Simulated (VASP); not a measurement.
# Be (P6_3/mmc) in VASP: single point with PBE0

Aim: the single point of Be with PBE0.

All numbers are computed with VASP 6.6.1; they aren't measurements. Logs are shortened: lines on timing, memory, paths and dates and some standing lists are left out, and cuts for length are marked.

## Step 1: The cell of the first run

The structure is hexagonal, space group P6_3/mmc (No. 194). The conventional cell has a = 2.285 Å, b = 2.285 Å, c = 3.584 Å, α = 90.00°, β = 90.00°, γ = 120.00°. Within 2.9 Å of Be (site symmetry -6m2) lie 12 Be at 2.23 to 2.29 Å.

## Step 2: Single point, PBE0

Input file POSCAR:

```
Be
1.0
    2.2853000000      0.0000000000      0.0000000000
   -1.1426500000      1.9791278553      0.0000000000
    0.0000000000      0.0000000000      3.5842000000
Be
2
Direct
    0.6666666667      0.3333333333      0.7500000000
    0.3333333333      0.6666666667      0.2500000000
```

Input file INCAR.step1:

```
  PREC = Accurate
  ENCUT = 520
  EDIFF = 1E-5
  ISMEAR = -1
  SIGMA = 0.025
  LREAL = False
  LASPH = True
  NELM = 120
  ALGO = Normal
  ISIF = 2
  LWAVE = True
  LCHARG = False
  GGA = PE
  NBANDS = 9
  GGA_COMPAT = False
```

Input file INCAR.step2:

```
  PREC = Accurate
  ENCUT = 520
  EDIFF = 1E-6
  ISMEAR = -1
  SIGMA = 0.025
  LREAL = False
  LASPH = True
  NELM = 120
  ALGO = Normal
  ISIF = 2
  LWAVE = False
  LCHARG = False
  GGA = PE
  LHFCALC = True
  AEXX = 0.25
  PRECFOCK = Normal
  ISTART = 1
  NBANDS = 9
  GGA_COMPAT = False
```

Input file KPOINTS:

```
Automatic mesh
0
Gamma
  8 8 5
```

Potentials or basis: VASP PAW PBE potentials, release 64 (Be).

Started as:

```console
$ cat potpaw_PBE.64/Be/POTCAR > POTCAR
$ cp INCAR.step1 INCAR
$ mpirun -np 1 vasp_std > vasp.out
$ cp INCAR.step2 INCAR
$ mpirun -np 1 vasp_std > vasp.out
```

OUTCAR:

```text
PREC = Accurate
   ENCUT = 520
   EDIFF = 1E-6
   ISMEAR = -1
   LREAL = False
   LASPH = True
   NELM = 120
   ISIF = 2
   GGA = PE
   LHFCALC = True
   AEXX = 0.25
   PRECFOCK = Normal
   ISTART = 1

 ion  position               nearest neighbor table
   1  0.667  0.333  0.750-   2 2.23   2 2.23   2 2.23   2 2.23   2 2.23   2 2.23
   2  0.333  0.667  0.250-   1 2.23   1 2.23   1 2.23   1 2.23   1 2.23   1 2.23

  LATTYP: Found a hexagonal cell.
 ALAT       =     2.2853000000
 C/A-ratio  =     1.5683717674

  Lattice vectors:

 A1 = (   2.2853000000,   0.0000000000,   0.0000000000)
 A2 = (  -1.1426500000,   1.9791278553,   0.0000000000)
 A3 = (   0.0000000000,   0.0000000000,   3.5842000000)

Analysis of symmetry for initial positions (statically):
=====================================================================
 Subroutine PRICEL returns:
 Original cell was already a primitive cell.

 Routine SETGRP: Setting up the symmetry group for a
 hexagonal supercell.

 Subroutine GETGRP returns: Found 24 space group operations
 (whereof 12 operations were pure point group operations)
 out of a pool of 24 trial point group operations.

The static configuration has the point symmetry D_3d.
 The point group associated with its full space group is D_6h.

Analysis of symmetry for dynamics (positions and initial velocities):
=====================================================================
 Subroutine PRICEL returns:
 Original cell was already a primitive cell.

 Routine SETGRP: Setting up the symmetry group for a
 hexagonal supercell.

 Subroutine GETGRP returns: Found 24 space group operations
 (whereof 12 operations were pure point group operations)
 out of a pool of 24 trial point group operations.

The dynamic configuration has the point symmetry D_3d.
 The point group associated with its full space group is D_6h.

 Subroutine INISYM returns: Found 24 space group operations
 (whereof 12 operations are pure point group operations),
 and found     1 'primitive' translations

----------------------------------------------------------------------------------------

                                     Primitive cell

  volume of cell :      16.2110

  direct lattice vectors                    reciprocal lattice vectors
     2.285300000  0.000000000  0.000000000     0.437579311  0.252636533  0.000000000
    -1.142650000  1.979127855  0.000000000     0.000000000  0.505273066  0.000000000
     0.000000000  0.000000000  3.584200000     0.000000000  0.000000000  0.279002288

  length of vectors
     2.285300000  2.285300000  3.584200000     0.505273066  0.505273066  0.279002288

  position of ions in fractional coordinates (direct lattice)
     0.666666667  0.333333333  0.750000000
     0.333333333  0.666666667  0.250000000

  ion indices of the primitive-cell ions
   primitive index   ion index
                 1           1
                 2           2

----------------------------------------------------------------------------------------

 KPOINTS: Automatic mesh

Automatic generation of k-mesh.
 Grid dimensions read from file:
 generate k-points for:    8    8    5

 Generating k-lattice:

  Cartesian coordinates                     Fractional coordinates (reciprocal lattice)
     0.054697414  0.031579567  0.000000000     0.125000000  0.000000000  0.000000000
     0.000000000  0.063159133  0.000000000     0.000000000  0.125000000  0.000000000
     0.000000000  0.000000000  0.055800458     0.000000000  0.000000000  0.200000000

  Length of vectors
     0.063159133  0.063159133  0.055800458

  Shift w.r.t. Gamma in fractional coordinates (k-lattice)
     0.000000000  0.000000000  0.000000000

 Subroutine IBZKPT returns following result:
 ===========================================

 Found     30 irreducible k-points:

 Following reciprocal coordinates:
            Coordinates               Weight
  0.000000  0.000000  0.000000      1.000000
  0.125000 -0.000000  0.000000      6.000000
  0.250000 -0.000000  0.000000      6.000000
  0.375000  0.000000  0.000000      6.000000
  0.500000 -0.000000  0.000000      3.000000
  0.125000  0.125000  0.000000      6.000000
[... 16 lines left out ...]
  0.250000 -0.000000  0.400000     12.000000
  0.375000  0.000000  0.400000     12.000000
 [... further k-points ...]
   k-points           NKPTS =     30   k-points in BZ     NKDIM =    320   number of bands    NBANDS=      9
   number of dos      NEDOS =    301   number of ions     NIONS =      2
   total plane-waves  NPLWV =   9072
   dimension x,y,z NGX =    18 NGY =   18 NGZ =   28
   dimension x,y,z NGXF=    36 NGYF=   36 NGZF=   56
   ions per type =               2
   NGX,Y,Z   is equivalent  to a cutoff of  13.09, 13.09, 12.99 a.u.
   NGXF,Y,Z  is equivalent  to a cutoff of  26.19, 26.19, 25.97 a.u.
 SYSTEM =  unknown system
   PREC   = accura    normal or accurate (medium, high low for compatibility)
   ISTART =      1    job   : 0-new  1-cont  2-samecut
   ICHARG =      0    charge: 1-file 2-atom 10-const
   ISPIN  =      1    spin polarized calculation?
   LNONCOLLINEAR =      F non collinear calculations
   LSORBIT =      F    spin-orbit coupling
   LASPH  =      T    aspherical Exc in radial PAW
   ENCUT  =  520.0 eV  38.22 Ry    6.18 a.u.   4.25  4.25  6.66*2*pi/ulx,y,z
   NELM   =    120;   NELMIN=  2; NELMDL=  0     # of ELM steps
   EDIFF  = 0.1E-05   stopping-criterion for ELM
   LREAL  =      F    real-space projection
   EDIFFG = 0.1E-04   stopping-criterion for IOM
   NSW    =      0    number of steps for IOM
   IBRION =     -1    ionic relax: 0-MD 1-quasi-New 2-CG
   NFREE  =      0    steps in history (QN), initial steepest desc. (CG)
   ISIF   =      2    stress and relaxation
   ISYM   =      3    0-nonsym 1-usesym 2-fastsym
   POTIM  = 0.5000    time-step for ionic-motion
   TEBEG  =    0.0;   TEEND  =   0.0 temperature during run
   PSTRESS=    0.0 pullay stress
   NELECT =       4.0000    total number of electrons
   NUPDOWN=      -1.0000    fix difference up-down
   EMIN   =  10.00;   EMAX   =-10.00  energy-range for DOS
   EFERMI =   0.00;   METHOD = LEGACY
   ISMEAR =    -1;   SIGMA  =   0.03  broadening in eV -4-tet -1-fermi 0-gaus
   EFERMI_NEDOS =   21; number of points for ismear=-14 and -15
   IALGO  =     38    algorithm
   IMIX   =      1    mixing-type and parameters
     AMIX     =   0.40;   BMIX     =  1.00
     AMIX_MAG =   1.60;   BMIX_MAG =  1.00
  volume/ion in A,a.u.               =       8.11        54.70
  Fermi-wavevector in a.u.,A,eV,Ry     =   1.026814  1.940397 14.345258  1.054347
  Thomas-Fermi vector in A             =   2.160726
   LORBIT       =      0    0 simple, 1 ext, 2 COOP (PROOUT), +10 PAW based schemes
   GGA     = PE    functional components
   LHFCALC =     T    Hartree Fock is set to
   PRECFOCK=normal    Normal, Fast or Accurate (Low or Medium for compatibility)
   ENCUT4O =  -1.0   cutoff for four orbital integrals eV
   NKREDX  =     1    reduce k-point grid by
   NKREDY  =     1    reduce k-point grid by
   NKREDZ  =     1    reduce k-point grid by
   AEXX    =    0.2500 exact exchange contribution
   HFSCREEN=    0.0000 screening length (either q_TF or 0.3 A-1)
   HFSCREENC=   0.0000 screening length for correlation (either q_TF or 0.3 A-1)
   ENCUTFOCK=  -1.0 apply spherical cutoff to Coloumb kernel
   IVDW    =     0    specifies the selected vdW correction
   LEPSILON=     F    determine dielectric tensor
   LRPA    =     F    only Hartree local field effects (RPA)
 non-spin polarized calculation
  energy-cutoff  :      520.00
  volume of cell :       16.21
 maximum number of plane-waves:       451
 NGX is ok and might be reduce to    18
  NGX = 14; NGY = 14; NGZ = 20

 number of electron       4.0000000 magnetization

 Free energy of the ion-electron system (eV)
  ---------------------------------------------------
  ext. energy  EPLUGINS =         0.00000000
  ---------------------------------------------------
  free energy    TOTEN  =        -7.73925286 eV

  energy without entropy =       -7.73795303  energy(sigma->0) =       -7.73860295

 E-fermi :   7.6987     XC(G=0):  -8.2610

 val. band max:        6.1434765493   @ k =   0.2500   0.1250   0.0000
 cond. band min:       7.6986645981   @ k =   0.3750   0.2500   0.4000
 fundamental gap:      1.5551880488
 Fermi energy:         7.6986638302

 k-point     1 :       0.0000    0.0000    0.0000
  band No.  band energies     occupation
      1      -6.4889      2.00000
      2       1.4278      2.00000
      3       8.5602      0.00000
      4      24.1524      0.00000
      5      24.1524      0.00000
      6      27.0222      0.00000
      7      27.0222      0.00000
      8      29.3078      0.00000
      9      35.0692      0.00000

 k-point     2 :       0.1250   -0.0000    0.0000
  band No.  band energies     occupation
      1      -5.9857      2.00000
      2       2.0921      2.00000
      3       8.6911      0.00000
      4      20.9432      0.00000
      5      22.1268      0.00000
      6      26.9384      0.00000
      7      27.6795      0.00000
      8      28.2642      0.00000
      9      30.9578      0.00000

 k-point     3 :       0.2500   -0.0000    0.0000
  band No.  band energies     occupation
      1      -4.4701      2.00000
      2       4.1183      2.00000
      3       8.7236      0.00000
      4      15.9165      0.00000
      5      19.6218      0.00000
      6      24.0539      0.00000
      7      24.6438      0.00000
      8      26.7966      0.00000
      9      27.8054      0.00000

 k-point     4 :       0.3750    0.0000    0.0000
  band No.  band energies     occupation
      1      -1.9503      2.00000
      2       6.0388      2.00000
      3       7.9899      0.00002
      4      13.9237      0.00000
      5      17.9867      0.00000
      6      18.3584      0.00000
      7      20.3293      0.00000
      8      25.6568      0.00000
      9      27.5893      0.00000

 k-point     5 :       0.5000   -0.0000    0.0000
  band No.  band energies     occupation
      1       0.7768      2.00000
      2       2.7382      2.00000
      3      11.3385      0.00000
      4      14.2207      0.00000
      5      14.6533      0.00000
      6      17.4281      0.00000
      7      17.9529      0.00000
      8      25.2171      0.00000
      9      27.5928      0.00000

 k-point     6 :       0.1250    0.1250    0.0000
  band No.  band energies     occupation
      1      -4.9749      2.00000
      2       3.4266      2.00000
      3       8.8753      0.00000
      4      17.6604      0.00000
      5      18.9472      0.00000
      6      25.9045      0.00000
      7      26.3652      0.00000
      8      26.3762      0.00000
      9      30.8756      0.00000
[... 169 lines left out ...]
 k-point    21 :       0.0000    0.0000    0.4000
  band No.  band energies     occupation
      1      -4.9197      2.00000
      2      -2.9657      2.00000
      3      16.0804      0.00000
      4      21.6506      0.00000
      5      25.3201      0.00000
      6      25.3201      0.00000
      7      26.3225      0.00000
      8      26.3225      0.00000
      9      34.8593      0.00000

 k-point    22 :       0.1250   -0.0000    0.4000
  band No.  band energies     occupation
      1      -4.4103      2.00000
      2      -2.4425      2.00000
      3      16.2558      0.00000
      4      21.2096      0.00000
      5      23.1243      0.00000
      6      23.6322      0.00000
      7      24.3822      0.00000
      8      25.2857      0.00000
      9      30.8008      0.00000

 k-point    23 :       0.2500   -0.0000    0.4000
  band No.  band energies     occupation
      1      -2.8873      2.00000
      2      -0.8966      2.00000
      3      15.3609      0.00000
      4      17.2680      0.00000
      5      20.0064      0.00000
      6      21.2902      0.00000
      7      23.2055      0.00000
      8      23.2426      0.00000
      9      29.5101      0.00000

 k-point    24 :       0.3750    0.0000    0.4000
  band No.  band energies     occupation
      1      -0.4279      2.00000
      2       1.4406      2.00000
      3      10.9069      0.00000
      4      12.7314      0.00000
      5      19.7075      0.00000
      6      20.4590      0.00000
      7      21.7484      0.00000
      8      24.0409      0.00000
      9      27.7125      0.00000

 [... further k-points ...]

------------------------ aborting loop because EDIFF is reached ----------------------------------------

  FORCE on cell =-STRESS in cart. coord.  units (eV):
  Direction    XX          YY          ZZ          XY          YZ          ZX
  --------------------------------------------------------------------------------------
  -------------------------------------------------------------------------------------
  Total       -0.4398176     -0.4398176     -0.1904685     -0.0000000     -0.0000000      0.0000000
  in kB      -43.4684190    -43.4684190    -18.8245402     -0.0000000     -0.0000000      0.0000000
  external PRESSURE =     -35.2537927 kB  Pullay stress =       0.0000000 kB

 VOLUME and BASIS-vectors are now :
 -----------------------------------------------------------------------------
  energy-cutoff  :      520.00
  volume of cell :       16.21
      direct lattice vectors                 reciprocal lattice vectors
     2.285300000  0.000000000  0.000000000     0.437579311  0.252636533  0.000000000
    -1.142650000  1.979127855  0.000000000     0.000000000  0.505273066  0.000000000
     0.000000000  0.000000000  3.584200000     0.000000000  0.000000000  0.279002288

 POSITION                                       TOTAL-FORCE (eV/Angst)
 -----------------------------------------------------------------------------------
      1.14265      0.65971      2.68815         0.000000      0.000000     -0.000000
     -0.00000      1.31942      0.89605        -0.000000      0.000000      0.000000
 -----------------------------------------------------------------------------------
    total drift:                                0.000000      0.000000     -0.000000

  FREE ENERGIE OF THE ION-ELECTRON SYSTEM (eV)
  ---------------------------------------------------
  free  energy   TOTEN  =        -7.7392528646 eV

  energy  without entropy=       -7.7379530292  energy(sigma->0) =       -7.73860295
```

Wall time 2.5 min (1 thread of AMD EPYC 9R45 (Zen 5), shared host); peak memory 0.1 GiB.

Results:

| Item | Value |
| --- | --- |
| Free energy | -7.7393 eV |
| Pressure | -3.5 GPa |
| Band gap on the k mesh | zero (bands 2 and 3 overlap by 0.30 eV) |

Caveat: the k points lie up to 0.40 Å⁻¹ apart; the PAW data sets were made with another functional, which shifts forces and pressure a little.

The gap in the log of VASP goes by the Fermi energy; the results here count the filled bands.